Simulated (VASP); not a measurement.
# BaTe (Pm-3m) in VASP: a series of runs

The runs below take BaTe through single point, with r2SCAN.

Program: VASP 6.6.1. These are calculated values, not measurements. Logs are shortened: lines on timing, memory, paths and dates and some standing lists are left out, and cuts for length are marked.

## (1) The cell of the first run

Symmetry: Pm-3m, No. 221, cubic system. Conventional cell: a = 4.202 Å, b = 4.202 Å, c = 4.202 Å, α = 90.00°, β = 90.00°, γ = 90.00°. Ba (site symmetry m-3m) has 8 Te at 3.64 Å and 6 Ba at 4.20 Å within 4.8 Å. Within 4.8 Å of Te (site symmetry m-3m) lie 8 Ba at 3.64 Å and 6 Te at 4.20 Å.

## (2) Single point, r2SCAN (volume changed by -3%)

Input file POSCAR:

```
BaTe
1.0
    4.2019382759      0.0000000000      0.0000000000
    0.0000000000      4.2019382759      0.0000000000
    0.0000000000      0.0000000000      4.2019382759
Ba Te
1 1
Direct
    0.0000000000      0.0000000000      0.0000000000
    0.5000000000      0.5000000000      0.5000000000
```

Input file INCAR.step1:

```
PREC     = Accurate       # precision mode
ENCUT    = 520            # plane-wave cutoff, eV
ISMEAR   = 0              # smearing method
SIGMA    = 0.01           # smearing width, eV
LREAL    = F              # projectors in reciprocal space
LASPH    = T              # aspherical terms in the spheres
NELM     = 100            # most SCF steps
NBANDS   = 15             # bands
GGA      = PE             # functional
ALGO     = Normal         # electronic algorithm
EDIFF    = 1E-4           # SCF threshold, eV
LWAVE    = T              # write WAVECAR
LCHARG   = F              # write CHGCAR
```

Input file INCAR.step2:

```
PREC     = Accurate       # precision mode
ENCUT    = 520            # plane-wave cutoff, eV
EDIFF    = 1E-6           # SCF threshold, eV
ISMEAR   = 0              # smearing method
SIGMA    = 0.01           # smearing width, eV
LREAL    = F              # projectors in reciprocal space
LASPH    = T              # aspherical terms in the spheres
NELM     = 100            # most SCF steps
ALGO     = Normal         # electronic algorithm
ISIF     = 2              # what is computed and relaxed
LWAVE    = F              # write WAVECAR
LCHARG   = F              # write CHGCAR
METAGGA  = R2SCAN         # meta-GGA
LMIXTAU  = T            
NBANDS   = 15             # bands
ISTART   = 1
```

Input file KPOINTS:

```
Automatic mesh
0
Gamma
  6 6 6
```

Potentials or basis: VASP PAW PBE potentials, release 64 (Ba_sv, Te).

Started as:

```bash
$ cat potpaw_PBE.64/Ba_sv/POTCAR potpaw_PBE.64/Te/POTCAR > POTCAR
$ cp INCAR.step1 INCAR
$ mpirun -np 1 vasp_std > vasp.out
$ cp INCAR.step2 INCAR
$ mpirun -np 1 vasp_std > vasp.out
```

OUTCAR:

```text
PREC = Accurate
   ENCUT = 520
   EDIFF = 1E-6
   ISMEAR = 0
   LREAL = F
   LASPH = T
   NELM = 100
   ISIF = 2
   METAGGA = R2SCAN
   ISTART = 1

 ion  position               nearest neighbor table
   1  0.000  0.000  0.000-   2 3.64   2 3.64   2 3.64   2 3.64   2 3.64   2 3.64   2 3.64   2 3.64

   2  0.500  0.500  0.500-   1 3.64   1 3.64   1 3.64   1 3.64   1 3.64   1 3.64   1 3.64   1 3.64

  LATTYP: Found a simple cubic cell.
 ALAT       =     4.2019382759

  Lattice vectors:

 A1 = (   4.2019382759,   0.0000000000,   0.0000000000)
 A2 = (   0.0000000000,   4.2019382759,   0.0000000000)
 A3 = (   0.0000000000,   0.0000000000,   4.2019382759)

Analysis of symmetry for initial positions (statically):
=====================================================================
 Subroutine PRICEL returns:
 Original cell was already a primitive cell.

 Routine SETGRP: Setting up the symmetry group for a
 simple cubic supercell.

 Subroutine GETGRP returns: Found 48 space group operations
 (whereof 48 operations were pure point group operations)
 out of a pool of 48 trial point group operations.

The static configuration has the point symmetry O_h .

Analysis of symmetry for dynamics (positions and initial velocities):
=====================================================================
 Subroutine PRICEL returns:
 Original cell was already a primitive cell.

 Routine SETGRP: Setting up the symmetry group for a
 simple cubic supercell.

 Subroutine GETGRP returns: Found 48 space group operations
 (whereof 48 operations were pure point group operations)
 out of a pool of 48 trial point group operations.

The dynamic configuration has the point symmetry O_h .

 Subroutine INISYM returns: Found 48 space group operations
 (whereof 48 operations are pure point group operations),
 and found     1 'primitive' translations

----------------------------------------------------------------------------------------

                                     Primitive cell

  volume of cell :      74.1906

  direct lattice vectors                    reciprocal lattice vectors
     4.201938276  0.000000000  0.000000000     0.237985409  0.000000000  0.000000000
     0.000000000  4.201938276  0.000000000     0.000000000  0.237985409  0.000000000
     0.000000000  0.000000000  4.201938276     0.000000000  0.000000000  0.237985409

  length of vectors
     4.201938276  4.201938276  4.201938276     0.237985409  0.237985409  0.237985409

  position of ions in fractional coordinates (direct lattice)
     0.000000000  0.000000000  0.000000000
     0.500000000  0.500000000  0.500000000

  ion indices of the primitive-cell ions
   primitive index   ion index
                 1           1
                 2           2

----------------------------------------------------------------------------------------

 KPOINTS: Automatic mesh

Automatic generation of k-mesh.
 Grid dimensions read from file:
 generate k-points for:    6    6    6

 Generating k-lattice:

  Cartesian coordinates                     Fractional coordinates (reciprocal lattice)
     0.039664235  0.000000000  0.000000000     0.166666667  0.000000000  0.000000000
     0.000000000  0.039664235  0.000000000     0.000000000  0.166666667  0.000000000
     0.000000000  0.000000000  0.039664235     0.000000000  0.000000000  0.166666667

  Length of vectors
     0.039664235  0.039664235  0.039664235

  Shift w.r.t. Gamma in fractional coordinates (k-lattice)
     0.000000000  0.000000000  0.000000000

 Subroutine IBZKPT returns following result:
 ===========================================

 Found     20 irreducible k-points:

 Following reciprocal coordinates:
            Coordinates               Weight
  0.000000  0.000000  0.000000      1.000000
  0.166667  0.000000  0.000000      6.000000
  0.333333  0.000000  0.000000      6.000000
  0.500000  0.000000  0.000000      3.000000
  0.166667  0.166667  0.000000     12.000000
  0.333333  0.166667  0.000000     24.000000
[... 12 lines left out ...]
  0.500000  0.500000  0.333333      6.000000
  0.500000  0.500000  0.500000      1.000000
   k-points           NKPTS =     20   k-points in BZ     NKDIM =     20   number of bands    NBANDS=     15
   number of dos      NEDOS =    301   number of ions     NIONS =      2
   total plane-waves  NPLWV =  32768
   dimension x,y,z NGX =    32 NGY =   32 NGZ =   32
   dimension x,y,z NGXF=    64 NGYF=   64 NGZF=   64
   ions per type =               1   1
   NGX,Y,Z   is equivalent  to a cutoff of  12.66, 12.66, 12.66 a.u.
   NGXF,Y,Z  is equivalent  to a cutoff of  25.32, 25.32, 25.32 a.u.
 SYSTEM =  unknown system
   PREC   = accura    normal or accurate (medium, high low for compatibility)
   ISTART =      1    job   : 0-new  1-cont  2-samecut
   ICHARG =      0    charge: 1-file 2-atom 10-const
   ISPIN  =      1    spin polarized calculation?
   LNONCOLLINEAR =      F non collinear calculations
   LSORBIT =      F    spin-orbit coupling
   LASPH  =      T    aspherical Exc in radial PAW
   ENCUT  =  520.0 eV  38.22 Ry    6.18 a.u.   7.81  7.81  7.81*2*pi/ulx,y,z
   NELM   =    100;   NELMIN=  2; NELMDL=  0     # of ELM steps
   EDIFF  = 0.1E-05   stopping-criterion for ELM
   LREAL  =      F    real-space projection
   EDIFFG = 0.1E-04   stopping-criterion for IOM
   NSW    =      0    number of steps for IOM
   IBRION =     -1    ionic relax: 0-MD 1-quasi-New 2-CG
   NFREE  =      0    steps in history (QN), initial steepest desc. (CG)
   ISIF   =      2    stress and relaxation
   ISYM   =      2    0-nonsym 1-usesym 2-fastsym
   POTIM  = 0.5000    time-step for ionic-motion
   TEBEG  =    0.0;   TEEND  =   0.0 temperature during run
   PSTRESS=    0.0 pullay stress
   NELECT =      16.0000    total number of electrons
   NUPDOWN=      -1.0000    fix difference up-down
   EMIN   =  10.00;   EMAX   =-10.00  energy-range for DOS
   EFERMI =   0.00;   METHOD = LEGACY
   ISMEAR =     0;   SIGMA  =   0.01  broadening in eV -4-tet -1-fermi 0-gaus
   EFERMI_NEDOS =   21; number of points for ismear=-14 and -15
   IALGO  =     38    algorithm
   IMIX   =      4    mixing-type and parameters
     AMIX     =   0.40;   BMIX     =  1.00
     AMIX_MAG =   1.60;   BMIX_MAG =  1.00
  volume/ion in A,a.u.               =      37.10       250.33
  Fermi-wavevector in a.u.,A,eV,Ry     =   0.981745  1.855228 13.113599  0.963822
  Thomas-Fermi vector in A             =   2.112774
   LORBIT       =      0    0 simple, 1 ext, 2 COOP (PROOUT), +10 PAW based schemes
   METAGGA = R2SCAN    functional components
   LHFCALC =     F    Hartree Fock is set to
   AEXX    =    0.0000 exact exchange contribution
   IVDW    =     0    specifies the selected vdW correction
   LEPSILON=     F    determine dielectric tensor
   LRPA    =     F    only Hartree local field effects (RPA)
 non-spin polarized calculation
 Gauss-broadening in eV      SIGMA  =   0.01
  energy-cutoff  :      520.00
  volume of cell :       74.19
 maximum number of plane-waves:      2016
 NGX is ok and might be reduce to    32
   NGX = 15   NGY = 15   NGZ = 15

 number of electron      15.9999999 magnetization

 Free energy of the ion-electron system (eV)
  ---------------------------------------------------
  ext. energy  EPLUGINS =         0.00000000
  ---------------------------------------------------
  free energy    TOTEN  =       -55.66030196 eV

  energy without entropy =      -55.66030196  energy(sigma->0) =      -55.66030196

 E-fermi :   4.0634     XC(G=0):  -9.3673

 val. band max:        3.9886833421   @ k =   0.5000   0.5000   0.0000
 cond. band min:       5.0163680412   @ k =   0.0000   0.0000   0.0000
 fundamental gap:      1.0276846991
 Fermi energy:         4.0633749629

 k-point     1 :       0.0000    0.0000    0.0000
  band No.  band energies     occupation
      1     -24.9552      2.00000
      2      -9.5649      2.00000
      3      -9.5649      2.00000
      4      -9.5649      2.00000
      5      -6.8336      2.00000
      6       3.6089      2.00000
      7       3.6089      2.00000
      8       3.6089      2.00000
      9       5.0164      0.00000
     10       5.0164      0.00000
     11       7.3968      0.00000
     12       9.0708      0.00000
     13       9.0708      0.00000
     14       9.0708      0.00000
     15      13.0806      0.00000

 k-point     2 :       0.1667    0.0000    0.0000
  band No.  band energies     occupation
      1     -24.9472      2.00000
      2      -9.7529      2.00000
      3      -9.5500      2.00000
      4      -9.5500      2.00000
      5      -6.6034      2.00000
      6       2.4212      2.00000
      7       3.4692      2.00000
      8       3.4692      2.00000
      9       5.1830      0.00000
     10       5.9620      0.00000
     11       8.3666      0.00000
     12       9.1719      0.00000
     13       9.2001      0.00000
     14       9.2001      0.00000
     15      11.6190      0.00000

 k-point     3 :       0.3333    0.0000    0.0000
  band No.  band energies     occupation
      1     -24.9310      2.00000
      2     -10.0747      2.00000
      3      -9.5197      2.00000
      4      -9.5197      2.00000
      5      -6.1606      2.00000
      6       1.0149      2.00000
      7       3.1976      2.00000
      8       3.1976      2.00000
      9       5.6015      0.00000
     10       7.7483      0.00000
     11       9.3993      0.00000
     12       9.6814      0.00000
     13       9.6814      0.00000
     14       9.7247      0.00000
     15       9.9734      0.00000
[... 271 lines left out ...]
 k-point    19 :       0.5000    0.5000    0.3333
  band No.  band energies     occupation
      1     -24.8712      2.00000
      2      -9.8875      2.00000
      3      -9.8875      2.00000
      4      -9.7663      2.00000
      5      -5.8717      2.00000
      6       1.0815      2.00000
      7       1.0815      2.00000
      8       1.4229      2.00000
      9       7.7180      0.00000
     10       8.6482      0.00000
     11       8.6482      0.00000
     12      10.3611      0.00000
     13      10.9286      0.00000
     14      11.6499      0.00000
     15      11.8871      0.00000

 k-point    20 :       0.5000    0.5000    0.5000
  band No.  band energies     occupation
      1     -24.8641      2.00000
      2      -9.8623      2.00000
      3      -9.8623      2.00000
      4      -9.8623      2.00000
      5      -5.7446      2.00000
      6       0.8694      2.00000
      7       0.8694      2.00000
      8       0.8694      2.00000
      9       9.3833      0.00000
     10       9.3833      0.00000
     11       9.3833      0.00000
     12      10.9706      0.00000
     13      10.9708      0.00000
     14      11.0567      0.00000
     15      11.0567      0.00000

------------------------ aborting loop because EDIFF is reached ----------------------------------------

  FORCE on cell =-STRESS in cart. coord.  units (eV):
  Direction    XX          YY          ZZ          XY          YZ          ZX
  --------------------------------------------------------------------------------------
  -------------------------------------------------------------------------------------
  Total        0.7445286      0.7445286      0.7445286     -0.0000000      0.0000000     -0.0000000
  in kB       16.0784058     16.0784058     16.0784058     -0.0000000      0.0000000     -0.0000000
  external PRESSURE =      16.0784058 kB  Pullay stress =       0.0000000 kB

 VOLUME and BASIS-vectors are now :
 -----------------------------------------------------------------------------
  energy-cutoff  :      520.00
  volume of cell :       74.19
      direct lattice vectors                 reciprocal lattice vectors
     4.201938276  0.000000000  0.000000000     0.237985409  0.000000000  0.000000000
     0.000000000  4.201938276  0.000000000     0.000000000  0.237985409  0.000000000
     0.000000000  0.000000000  4.201938276     0.000000000  0.000000000  0.237985409

 POSITION                                       TOTAL-FORCE (eV/Angst)
 -----------------------------------------------------------------------------------
      0.00000      0.00000      0.00000         0.000000      0.000000      0.000000
      2.10097      2.10097      2.10097         0.000000      0.000000      0.000000
 -----------------------------------------------------------------------------------
    total drift:                                0.000000      0.000000     -0.000000

  FREE ENERGIE OF THE ION-ELECTRON SYSTEM (eV)
  ---------------------------------------------------
  free  energy   TOTEN  =       -55.6603019647 eV

  energy  without entropy=      -55.6603019647  energy(sigma->0) =      -55.66030196
```

Wall time 49 s (1 thread of Intel Xeon Platinum 8259CL at 2.50GHz (Skylake/Cascade Lake), shared host); peak memory 0.19 GiB.

What came out:

```yaml
Free_energy: -55.6603 eV
Pressure: 1.6 GPa
Band_gap_on_the_k_mesh: 1.03 eV, indirect (least direct gap 1.36 eV)
```

Caveat: the cell differs from its parent crystal (volume changed by -3%); the PAW data sets were made with another functional, which shifts forces and pressure a little; spin-orbit coupling is left out, which moves the levels of the heavy elements.

## (3) Single point, r2SCAN

This run uses another cell than the first one, of 38.24 Å³/atom, 1.031 times its volume.

Input file POSCAR:

```
BaTe
1.0
    4.2448181587      0.0000000000      0.0000000000
    0.0000000000      4.2448181587      0.0000000000
    0.0000000000      0.0000000000      4.2448181587
Ba Te
1 1
Direct
    0.0000000000      0.0000000000      0.0000000000
    0.5000000000      0.5000000000      0.5000000000
```

Input file INCAR.step1:

```
PREC = Accurate
ENCUT = 520
ISMEAR = 0
SIGMA = 0.01
LREAL = F
LASPH = T
NELM = 60
NBANDS = 15
GGA = PE
ALGO = Normal
EDIFF = 1E-4
LWAVE = T
LCHARG = F
```

Input file INCAR.step2:

```
PREC = Accurate
ENCUT = 520
EDIFF = 1E-6
ISMEAR = 0
SIGMA = 0.01
LREAL = F
LASPH = T
NELM = 60
ALGO = Normal
ISIF = 2
LWAVE = F
LCHARG = F
METAGGA = R2SCAN
LMIXTAU = T
NBANDS = 15
ISTART = 1
```

Input file KPOINTS:

```
regular mesh
0
Gamma
  6 6 6
```

Potentials or basis: VASP PAW PBE potentials, release 64 (Ba_sv, Te).

Started as:

```bash
$ cat potpaw_PBE.64/Ba_sv/POTCAR potpaw_PBE.64/Te/POTCAR > POTCAR
$ cp INCAR.step1 INCAR
$ mpirun -np 1 vasp_std > vasp.out
$ cp INCAR.step2 INCAR
$ mpirun -np 1 vasp_std > vasp.out
```

It took 49 s on 1 thread of Intel Xeon Platinum 8259CL at 2.50GHz (Skylake/Cascade Lake), shared host; peak memory 0.19 GiB.

Results (log left out):

```yaml
Free_energy: -55.6748 eV
Pressure: 0.4 GPa
Band_gap_on_the_k_mesh: 1.10 eV, indirect (least direct gap 1.38 eV)
```

Levels at points of the mesh, in eV from the valence-band top:
```
           k point  band 5  band 6  band 7  band 8  band 9  band 10  band 11  band 12
(0.00, 0.00, 0.00)  -10.72   -0.38   -0.38   -0.38    1.10     1.10     3.21     5.01
(0.50, 0.00, 0.00)   -9.91   -3.43   -0.88   -0.88    1.94     5.31     5.40     5.45
(0.50, 0.50, 0.00)  -10.11   -2.11   -2.11    0.00    1.38     3.05     3.32     3.32
(0.50, 0.50, 0.50)   -9.69   -2.99   -2.99   -2.99    5.28     5.28     5.28     6.82
```

Caveat: the PAW data sets were made with another functional, which shifts forces and pressure a little; spin-orbit coupling is left out, which moves the levels of the heavy elements. A k mesh can miss the band edges.
